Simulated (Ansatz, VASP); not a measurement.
## P: VASP beside Ansatz

INCAR

```
  PREC = Accurate
  ENCUT = 500
  EDIFF = 1E-6
  ISMEAR = 0
  SIGMA = 0.15
  LREAL = False
  LASPH = True
  NELM = 120
  ALGO = Normal
  ISIF = 2
  LWAVE = False
  LCHARG = False
  GGA = PS
  IVDW = 12
  NBANDS = 8
  GGA_COMPAT = False
```

File KPOINTS:

```
regular mesh
0
Gamma
  12 12 12
```

File POSCAR:

```
P
1.0
    4.2729048574      0.0000000000      0.0000000000
    0.0000000000      4.2729048574      0.0000000000
    0.0000000000      0.0000000000      4.5750100000
P
1
Direct
    0.0000000000      0.0000000000      0.0000000000
```

Input for Ansatz:

```yaml
crystal:
  lattice:
    - [4.2729048574, 0.0, 0.0]
    - [0.0, 4.2729048574, 0.0]
    - [0.0, 0.0, 4.57501]
  atoms:
    - { symbol: P, position: [0.0, 0.0, 0.0] }
basis:
  ecutwfc: 420
kpoints:
  mp_grid: { grid: [12, 12, 12] }
hamiltonian:
  xc: pbesol
  dispersion: d3bj
scf:
  occupations: { method: gaussian, width: 0.15 }
output:
  forces: true
  stress: true
  eigenvalues: true
```

Change from the starting cell: strain +0.0450 x Voigt [0, 0, 1, 0, 0, 0], atoms carried along.

Alike in both runs: task single point; functional PBEsol; dispersion D3(BJ); k mesh 12 × 12 × 12; occupations gaussian, width 0.15 eV; no spin polarisation.

|  | VASP | Ansatz |
| --- | --- | --- |
| version | VASP 6.6.1 | Ansatz 0.2.0 |
| potentials or method | VASP PAW PBE potentials, release 64 (P), cutoff 500 eV | scalar-relativistic, plane waves, PAW |
| valence electrons in the cell | 5 | 5 |

```csv
,VASP,Ansatz,Ansatz less VASP
gap on the k mesh at the Fermi level (eV),none,none,-
pressure (GPa),-3.7,-3.7,+0.01
"traceless stress, the component that is largest in VASP (GPa)",0.74,0.74,+0.001
```

VASP's potentials were made for PBE, not for PBEsol. A gap of «none» marks a metal or a gap that the smearing closes.
